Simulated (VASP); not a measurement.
# Cu4O (P6/mmm) in VASP: further runs

Runs on Cu4O. Level: PBE. Tasks: single point.

Program: VASP 6.6.1. These are calculated values, not measurements. Logs are shortened: lines on timing, memory, paths and dates and some standing lists are left out, and cuts for length are marked.

## 1. The cell of the first run

Symmetry: P6/mmm, No. 191, hexagonal system. Conventional cell: a = 4.978 Å, b = 4.978 Å, c = 3.560 Å, α = 90.00°, β = 90.00°, γ = 120.00°. Cu (site symmetry 6/mmm) has 2 O at 1.78 Å within 2.4 Å. Within 3.3 Å of Cu (site symmetry mmm) lie 6 Cu at 2.49 Å and 4 O at 3.06 Å. Within 2.4 Å of O (site symmetry 6/mmm) lie 2 Cu at 1.78 Å.

## 2. Single point, PBE

INCAR reads:

```
SYSTEM = Cu4O
  PREC = Accurate
  ENCUT = 520
  EDIFF = 1E-6
  ISMEAR = 0
  SIGMA = 0.1
  LREAL = .False.
  LASPH = .True.
  NELM = 100
  ALGO = Normal
  ISIF = 2
  LWAVE = .False.
  LCHARG = .False.
  GGA = PE
  NBANDS = 33
```

KPOINTS reads:

```
Automatic mesh
0
Gamma
  6 6 6
  0 0 0
```

POSCAR reads:

```
Cu4O
1.0
    4.9778662154      0.0000000000      0.0000000000
   -2.4889331077      4.3109585992      0.0000000000
    0.0000000000      0.0000000000      3.5599127182
Cu O
4 1
Direct
    0.0000000000      0.0000000000      0.0000000000
    0.5000000000      0.0000000000      0.0000000000
    0.0000000000      0.5000000000      0.0000000000
    0.5000000000      0.5000000000      0.0000000000
    0.0000000000      0.0000000000      0.5000000000
```

Potentials or basis: VASP PAW PBE potentials, release 64 (Cu, O).

Launch:

```console
$ cat potpaw_PBE.64/Cu/POTCAR potpaw_PBE.64/O/POTCAR > POTCAR
$ mpirun -np 1 vasp_std > vasp.out
```

OUTCAR:

```text
SYSTEM = Cu4O
   PREC = Accurate
   ENCUT = 520
   EDIFF = 1E-6
   ISMEAR = 0
   LREAL = .False.
   LASPH = .True.
   NELM = 100
   ISIF = 2
   GGA = PE

 ion  position               nearest neighbor table
   1  0.000  0.000  0.000-   5 1.78   5 1.78   2 2.49   2 2.49   4 2.49   3 2.49   3 2.49   4 2.49

   2  0.500  0.000  0.000-   1 2.49   1 2.49   4 2.49   4 2.49   3 2.49   3 2.49
   3  0.000  0.500  0.000-   4 2.49   4 2.49   1 2.49   1 2.49   2 2.49   2 2.49
   4  0.500  0.500  0.000-   3 2.49   3 2.49   1 2.49   2 2.49   2 2.49   1 2.49
   5  0.000  0.000  0.500-   1 1.78   1 1.78

  LATTYP: Found a hexagonal cell.
 ALAT       =     4.9778662154
 C/A-ratio  =     0.7151483315

  Lattice vectors:

 A1 = (   4.9778662154,   0.0000000000,   0.0000000000)
 A2 = (  -2.4889331077,   4.3109585992,   0.0000000000)
 A3 = (   0.0000000000,   0.0000000000,   3.5599127182)

Analysis of symmetry for initial positions (statically):
=====================================================================
 Subroutine PRICEL returns:
 Original cell was already a primitive cell.

 Routine SETGRP: Setting up the symmetry group for a
 hexagonal supercell.

 Subroutine GETGRP returns: Found 24 space group operations
 (whereof 24 operations were pure point group operations)
 out of a pool of 24 trial point group operations.

The static configuration has the point symmetry D_6h.

Analysis of symmetry for dynamics (positions and initial velocities):
=====================================================================
 Subroutine PRICEL returns:
 Original cell was already a primitive cell.

 Routine SETGRP: Setting up the symmetry group for a
 hexagonal supercell.

 Subroutine GETGRP returns: Found 24 space group operations
 (whereof 24 operations were pure point group operations)
 out of a pool of 24 trial point group operations.

The dynamic configuration has the point symmetry D_6h.

 Subroutine INISYM returns: Found 24 space group operations
 (whereof 24 operations are pure point group operations),
 and found     1 'primitive' translations

----------------------------------------------------------------------------------------

                                     Primitive cell

  volume of cell :      76.3935

  direct lattice vectors                    reciprocal lattice vectors
     4.977866215  0.000000000  0.000000000     0.200889288  0.115983485  0.000000000
    -2.488933108  4.310958599  0.000000000     0.000000000  0.231966969  0.000000000
     0.000000000  0.000000000  3.559912718     0.000000000  0.000000000  0.280905763

  length of vectors
     4.977866215  4.977866215  3.559912718     0.231966969  0.231966969  0.280905763

  position of ions in fractional coordinates (direct lattice)
     0.000000000  0.000000000  0.000000000
     0.500000000  0.000000000  0.000000000
     1.000000000  0.500000000  0.000000000
     0.500000000  0.500000000  0.000000000
     0.000000000  0.000000000  0.500000000

  ion indices of the primitive-cell ions
   primitive index   ion index
                 1           1
                 2           2
                 3           3
                 4           4
                 5           5

----------------------------------------------------------------------------------------

 KPOINTS: Automatic mesh

Automatic generation of k-mesh.
 Grid dimensions read from file:
 generate k-points for:    6    6    6

 Generating k-lattice:

  Cartesian coordinates                     Fractional coordinates (reciprocal lattice)
     0.033481548  0.019330581  0.000000000     0.166666667  0.000000000  0.000000000
     0.000000000  0.038661162  0.000000000     0.000000000  0.166666667  0.000000000
     0.000000000  0.000000000  0.046817627     0.000000000  0.000000000  0.166666667

  Length of vectors
     0.038661162  0.038661162  0.046817627

  Shift w.r.t. Gamma in fractional coordinates (k-lattice)
     0.000000000  0.000000000  0.000000000

 Subroutine IBZKPT returns following result:
 ===========================================

 Found     28 irreducible k-points:

 Following reciprocal coordinates:
            Coordinates               Weight
  0.000000  0.000000  0.000000      1.000000
  0.166667  0.000000  0.000000      6.000000
  0.333333  0.000000  0.000000      6.000000
  0.500000  0.000000  0.000000      3.000000
  0.166667  0.166667  0.000000      6.000000
  0.333333  0.166667  0.000000     12.000000
[... 16 lines left out ...]
  0.166667  0.000000  0.500000      6.000000
  0.333333  0.000000  0.500000      6.000000
 [... further k-points ...]
   k-points           NKPTS =     28   k-points in BZ     NKDIM =     28   number of bands    NBANDS=     33
   number of dos      NEDOS =    301   number of ions     NIONS =      5
   total plane-waves  NPLWV =  44800
   dimension x,y,z NGX =    40 NGY =   40 NGZ =   28
   dimension x,y,z NGXF=    80 NGYF=   80 NGZF=   56
   ions per type =               4   1
   NGX,Y,Z   is equivalent  to a cutoff of  13.36, 13.36, 13.08 a.u.
   NGXF,Y,Z  is equivalent  to a cutoff of  26.72, 26.72, 26.15 a.u.
 SYSTEM =  Cu4O
   PREC   = accura    normal or accurate (medium, high low for compatibility)
   ISTART =      0    job   : 0-new  1-cont  2-samecut
   ICHARG =      2    charge: 1-file 2-atom 10-const
   ISPIN  =      1    spin polarized calculation?
   LNONCOLLINEAR =      F non collinear calculations
   LSORBIT =      F    spin-orbit coupling
   LASPH  =      T    aspherical Exc in radial PAW
   ENCUT  =  520.0 eV  38.22 Ry    6.18 a.u.   9.26  9.26  6.62*2*pi/ulx,y,z
   NELM   =    100;   NELMIN=  2; NELMDL= -5     # of ELM steps
   EDIFF  = 0.1E-05   stopping-criterion for ELM
   LREAL  =      F    real-space projection
   EDIFFG = 0.1E-04   stopping-criterion for IOM
   NSW    =      0    number of steps for IOM
   IBRION =     -1    ionic relax: 0-MD 1-quasi-New 2-CG
   NFREE  =      0    steps in history (QN), initial steepest desc. (CG)
   ISIF   =      2    stress and relaxation
   ISYM   =      2    0-nonsym 1-usesym 2-fastsym
   POTIM  = 0.5000    time-step for ionic-motion
   TEBEG  =    0.0;   TEEND  =   0.0 temperature during run
   PSTRESS=    0.0 pullay stress
   NELECT =      50.0000    total number of electrons
   NUPDOWN=      -1.0000    fix difference up-down
   EMIN   =  10.00;   EMAX   =-10.00  energy-range for DOS
   EFERMI =   0.00;   METHOD = LEGACY
   ISMEAR =     0;   SIGMA  =   0.10  broadening in eV -4-tet -1-fermi 0-gaus
   EFERMI_NEDOS =   21; number of points for ismear=-14 and -15
   IALGO  =     38    algorithm
   IMIX   =      4    mixing-type and parameters
     AMIX     =   0.40;   BMIX     =  1.00
     AMIX_MAG =   1.60;   BMIX_MAG =  1.00
  volume/ion in A,a.u.               =      15.28       103.11
  Fermi-wavevector in a.u.,A,eV,Ry     =   1.421388  2.686034 27.488453  2.020344
  Thomas-Fermi vector in A             =   2.542203
   LORBIT       =      0    0 simple, 1 ext, 2 COOP (PROOUT), +10 PAW based schemes
   GGA     = PE    functional components
   LHFCALC =     F    Hartree Fock is set to
   AEXX    =    0.0000 exact exchange contribution
   IVDW    =     0    specifies the selected vdW correction
   LEPSILON=     F    determine dielectric tensor
   LRPA    =     F    only Hartree local field effects (RPA)
 non-spin polarized calculation
 Gauss-broadening in eV      SIGMA  =   0.10
  energy-cutoff  :      520.00
  volume of cell :       76.39
 maximum number of plane-waves:      2083
 NGX is ok and might be reduce to    40
   NGX = 19   NGY = 19   NGZ = 13

 number of electron      49.9999970 magnetization

 Free energy of the ion-electron system (eV)
  ---------------------------------------------------
  ext. energy  EPLUGINS =         0.00000000
  ---------------------------------------------------
  free energy    TOTEN  =       -17.88590636 eV

  energy without entropy =      -17.86654752  energy(sigma->0) =      -17.87622694

 E-fermi :   3.3329     XC(G=0): -10.4529

 val. band max:        3.3259008453   @ k =   0.5000   0.0000   0.1667
 cond. band min:       3.3394610542   @ k =   0.1667   0.1667   0.5000
 fundamental gap:      0.0135602089
 Fermi energy:         3.3329467114

 k-point     1 :       0.0000    0.0000    0.0000
  band No.  band energies     occupation
      1     -14.6369      2.00000
      2      -2.7563      2.00000
      3      -0.7451      2.00000
      4      -0.7451      2.00000
      5      -0.6667      2.00000
      6      -0.4081      2.00000
[... 25 lines left out ...]
     32      10.4590      0.00000
     33      15.0160      0.00000

 k-point     2 :       0.1667    0.0000    0.0000
  band No.  band energies     occupation
      1     -14.6334      2.00000
      2      -2.5971      2.00000
      3      -0.7438      2.00000
      4      -0.6935      2.00000
      5      -0.6742      2.00000
      6      -0.3392      2.00000
[... 25 lines left out ...]
     32      11.2138      0.00000
     33      15.3071      0.00000

 k-point     3 :       0.3333    0.0000    0.0000
  band No.  band energies     occupation
      1     -14.6264      2.00000
      2      -2.1724      2.00000
      3      -0.8964      2.00000
      4      -0.7401      2.00000
      5      -0.4903      2.00000
      6      -0.1365      2.00000
[... 25 lines left out ...]
     32      13.1217      0.00000
     33      14.0302      0.00000

 k-point     4 :       0.5000    0.0000    0.0000
  band No.  band energies     occupation
      1     -14.6228      2.00000
      2      -1.8053      2.00000
      3      -1.1500      2.00000
      4      -0.7607      2.00000
      5      -0.3268      2.00000
      6      -0.1229      2.00000
[... 25 lines left out ...]
     32      13.1612      0.00000
     33      13.1667      0.00000

 k-point     5 :       0.1667    0.1667    0.0000
  band No.  band energies     occupation
      1     -14.6281      2.00000
      2      -2.2994      2.00000
      3      -0.7535      2.00000
      4      -0.7293      2.00000
      5      -0.6327      2.00000
      6      -0.2053      2.00000
[... 604 lines left out ...]
 k-point    22 :       0.0000    0.0000    0.5000
  band No.  band energies     occupation
      1     -14.1047      2.00000
      2      -4.0534      2.00000
      3      -2.0793      2.00000
      4      -1.4591      2.00000
      5      -1.4591      2.00000
      6      -0.6765      2.00000
[... 25 lines left out ...]
     32      10.1999      0.00000
     33      10.1999      0.00000

 k-point    23 :       0.1667    0.0000    0.5000
  band No.  band energies     occupation
      1     -14.1038      2.00000
      2      -4.0055      2.00000
      3      -1.9052      2.00000
      4      -1.4522      2.00000
      5      -1.4474      2.00000
      6      -0.6141      2.00000
[... 25 lines left out ...]
     32      10.7754      0.00000
     33      11.5367      0.00000

 k-point    24 :       0.3333    0.0000    0.5000
  band No.  band energies     occupation
      1     -14.1019      2.00000
      2      -3.9184      2.00000
      3      -1.4383      2.00000
      4      -1.4234      2.00000
      5      -1.3816      2.00000
      6      -0.4812      2.00000
[... 25 lines left out ...]
     32      12.3271      0.00000
     33      13.4928      0.00000

 [... further k-points ...]
[... 5 lines left out ...]
  --------------------------------------------------------------------------------------
  -------------------------------------------------------------------------------------
  Total        0.1221850      0.1221850      0.3750038      0.0000000      0.0000000      0.0000000
  in kB        2.5625474      2.5625474      7.8648385      0.0000000      0.0000000      0.0000000
  external PRESSURE =       4.3299778 kB  Pullay stress =       0.0000000 kB

 VOLUME and BASIS-vectors are now :
 -----------------------------------------------------------------------------
  energy-cutoff  :      520.00
  volume of cell :       76.39
      direct lattice vectors                 reciprocal lattice vectors
     4.977866215  0.000000000  0.000000000     0.200889288  0.115983485  0.000000000
    -2.488933108  4.310958599  0.000000000     0.000000000  0.231966969  0.000000000
     0.000000000  0.000000000  3.559912718     0.000000000  0.000000000  0.280905763

 POSITION                                       TOTAL-FORCE (eV/Angst)
 -----------------------------------------------------------------------------------
      0.00000      0.00000      0.00000        -0.000000      0.000000      0.000000
      2.48893      0.00000      0.00000        -0.000000      0.000000      0.000000
     -1.24447      2.15548      0.00000        -0.000000      0.000000      0.000000
      1.24447      2.15548      0.00000         0.000000      0.000000      0.000000
      0.00000      0.00000      1.77996        -0.000000      0.000000      0.000000
 -----------------------------------------------------------------------------------
    total drift:                               -0.000000      0.000000     -0.000000

  FREE ENERGIE OF THE ION-ELECTRON SYSTEM (eV)
  ---------------------------------------------------
  free  energy   TOTEN  =       -17.8859063587 eV

  energy  without entropy=      -17.8665475228  energy(sigma->0) =      -17.87622694
```

Run time: 78 s. Hardware: 1 thread of Intel Xeon Platinum 8259CL at 2.50GHz (Skylake/Cascade Lake), shared host; peak memory 0.22 GiB.

What came out:

| Item | Value |
| --- | --- |
| Free energy | -17.8859 eV |
| Pressure | 0.4 GPa |
| Band gap on the k mesh | zero (band 25 reaches 3.94 eV, above the bottom of band 26 at 2.88 eV) |

Stress tensor (GPa, compression positive):
```
0.26 0.00 0.00
0.00 0.26 0.00
0.00 0.00 0.79
```

Levels at points of the mesh, in eV from the Fermi level:
```tsv
k point	band 22	band 23	band 24	band 25	band 26	band 27	band 28	band 29
(0.00, 0.00, 0.00)	-1.01	-0.95	-0.95	-0.61	1.38	3.61	3.61	4.70
(0.50, 0.00, 0.00)	-1.38	-1.05	-1.03	-0.81	-0.43	2.33	2.90	8.10
(0.00, 0.00, 0.50)	-0.61	-0.29	-0.29	0.45	1.77	2.37	2.37	2.58
(0.50, 0.00, 0.50)	-1.00	-0.79	-0.55	-0.34	1.48	2.55	3.12	3.65
```

## 3. Single point, PBE

INCAR reads:

```
SYSTEM = Cu4O
  PREC = Accurate
  ENCUT = 700
  EDIFF = 1E-6
  ISMEAR = 0
  SIGMA = 0.1
  LREAL = .False.
  LASPH = .True.
  NELM = 120
  ALGO = Normal
  ISIF = 2
  LWAVE = .False.
  LCHARG = .False.
  GGA = PE
  NBANDS = 49
  GGA_COMPAT = .False.
```

KPOINTS is that of step 2.

Changes to POSCAR since step 2:

```diff
@@ -2,5 +2,5 @@
 1.0
-    4.9778662154      0.0000000000      0.0000000000
-   -2.4889331077      4.3109585992      0.0000000000
-    0.0000000000      0.0000000000      3.5599127182
+    4.9778661272      0.0000000000      0.0000000000
+   -2.4889330636      4.3109585228      0.0000000000
+    0.0000000000      0.0000000000      3.5599115216
 Cu O
```

Potentials or basis: VASP PAW PBE potentials, release 64 (Cu_sv_GW, O).

Launch:

```console
$ cat potpaw_PBE.64/Cu_sv_GW/POTCAR potpaw_PBE.64/O/POTCAR > POTCAR
$ mpirun -np 1 vasp_std > vasp.out
```

OUTCAR:

```text
SYSTEM = Cu4O
   PREC = Accurate
   ENCUT = 700
   EDIFF = 1E-6
   ISMEAR = 0
   LREAL = .False.
   LASPH = .True.
   NELM = 120
   ISIF = 2
   GGA = PE

 ion  position               nearest neighbor table
   1  0.000  0.000  0.000-   5 1.78   5 1.78   2 2.49   2 2.49   4 2.49   3 2.49   3 2.49   4 2.49

   2  0.500  0.000  0.000-   1 2.49   1 2.49   4 2.49   4 2.49   3 2.49   3 2.49
   3  0.000  0.500  0.000-   4 2.49   4 2.49   1 2.49   1 2.49   2 2.49   2 2.49
   4  0.500  0.500  0.000-   3 2.49   3 2.49   1 2.49   2 2.49   2 2.49   1 2.49
   5  0.000  0.000  0.500-   1 1.78   1 1.78

  LATTYP: Found a hexagonal cell.
[... 1452 lines left out ...]
  -------------------------------------------------------------------------------------
  Total       -1.4224622     -1.4224622     -1.3368642      0.0000000      0.0000000      0.0000000
  in kB      -29.8328722    -29.8328722    -28.0376510      0.0000000      0.0000000      0.0000000
  external PRESSURE =     -29.2344651 kB  Pullay stress =       0.0000000 kB

 VOLUME and BASIS-vectors are now :
 -----------------------------------------------------------------------------
  energy-cutoff  :      700.00
  volume of cell :       76.39
      direct lattice vectors                 reciprocal lattice vectors
     4.977866127  0.000000000  0.000000000     0.200889292  0.115983487  0.000000000
    -2.488933064  4.310958523  0.000000000     0.000000000  0.231966973  0.000000000
     0.000000000  0.000000000  3.559911522     0.000000000  0.000000000  0.280905858

 POSITION                                       TOTAL-FORCE (eV/Angst)
 -----------------------------------------------------------------------------------
      0.00000      0.00000      0.00000         0.000000      0.000000      0.000000
      2.48893      0.00000      0.00000        -0.000000      0.000000      0.000000
     -1.24447      2.15548      0.00000         0.000000      0.000000      0.000000
      1.24447      2.15548      0.00000         0.000000      0.000000      0.000000
      0.00000      0.00000      1.77996         0.000000      0.000000      0.000000
 -----------------------------------------------------------------------------------
    total drift:                               -0.000000      0.000000      0.000000

  FREE ENERGIE OF THE ION-ELECTRON SYSTEM (eV)
  ---------------------------------------------------
  free  energy   TOTEN  =       -18.1400876753 eV

  energy  without entropy=      -18.1207314730  energy(sigma->0) =      -18.13040957
```

stdout:

```text
POSCAR found type information on POSCAR CuO
 POSCAR found :  2 types and       5 ions
 scaLAPACK will be used
 LDA part: xc-table for (Slater+PW92), standard interpolation
 POSCAR, INCAR and KPOINTS ok, starting setup
 FFT: planning ... GRIDC
 FFT: planning ... GRID_SOFT
 FFT: planning ... GRID
 WAVECAR not read
 entering main loop
```

Run time: 7.1 min. Hardware: 1 thread of Intel Xeon Platinum 8259CL at 2.50GHz (Skylake/Cascade Lake), shared host; peak memory 0.33 GiB.

What came out:

* Free energy: -18.1401 eV
* Pressure: -2.9 GPa
* Band gap on the k mesh: zero (band 41 reaches 3.92 eV, above the bottom of band 42 at 2.89 eV)

With open d or f shells a metallic result of PBE can be an artefact of self-interaction; +U or a hybrid may open a gap.
